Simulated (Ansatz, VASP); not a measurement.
## Two plane-wave programs on Be2S

The input INCAR:

```
PREC = Accurate
ENCUT = 520
EDIFF = 1E-6
ISMEAR = 0
SIGMA = 0.1
LREAL = F
LASPH = T
NELM = 100
ALGO = Normal
ISIF = 2
LWAVE = F
LCHARG = F
GGA = PE
NBANDS = 12
```

The input KPOINTS:

```
regular mesh
0
Gamma
  6 6 4
```

POSCAR

```
Be2S
1.0
    3.1582296731      0.0000000000      0.0000000000
    0.0000000000      3.1582296731      0.0000000000
    0.0000000000      0.0000000000      3.9384698026
Be S
2 1
Direct
    0.0000000000      0.5000000000      0.1685558058
    0.5000000000      0.0000000000      0.8314441942
    0.5000000000      0.5000000000      0.5000000000
```

Input for Ansatz:

```yaml
crystal:
  lattice:
    - [3.1582296731, 0.0, 0.0]
    - [0.0, 3.1582296731, 0.0]
    - [0.0, 0.0, 3.9384698026]
  atoms:
    - { symbol: Be, position: [0.0, 0.5, 0.1685558058] }
    - { symbol: Be, position: [0.5, 0.0, 0.8314441942] }
    - { symbol: S, position: [0.5, 0.5, 0.5] }
basis:
  ecutwfc: 420
kpoints:
  mp_grid: { grid: [6, 6, 4] }
hamiltonian:
  xc: pbe
scf:
  occupations: { method: gaussian, width: 0.1 }
  lower_state_search: "off"
output:
  forces: true
  stress: true
  eigenvalues: true
```

Change from the starting cell: the structure that the rattled cell fell into.

Alike in both runs: task single point; functional PBE; k mesh 6 × 6 × 4; occupations gaussian, width 0.1 eV; no spin polarisation.

```csv
,VASP,Ansatz
version,VASP 6.6.1,Ansatz 0.2.0
potentials or method,"VASP PAW PBE potentials, release 64 (Be, S), cutoff 520 eV","scalar-relativistic, plane waves, PAW"
valence electrons in the cell,10,10
```

```tsv
	VASP	Ansatz	Ansatz less VASP
gap on the k mesh at the Fermi level (eV)	none	none	-
pressure (GPa)	0.2	0.1	-0.04
traceless stress, the component that is largest in VASP (GPa)	0.46	0.38	-0.079
rms of the force components (eV/Å)	0.024	0.017	-0.0075
```

Atom by atom the forces differ by 0.007 eV/Å (rms over components). A gap of «none» marks a metal or a gap that the smearing closes. The functional is the same, so the differences come from potentials, cutoffs and numerics.

The k mesh is coarse, so the values compare programs but aren't converged.
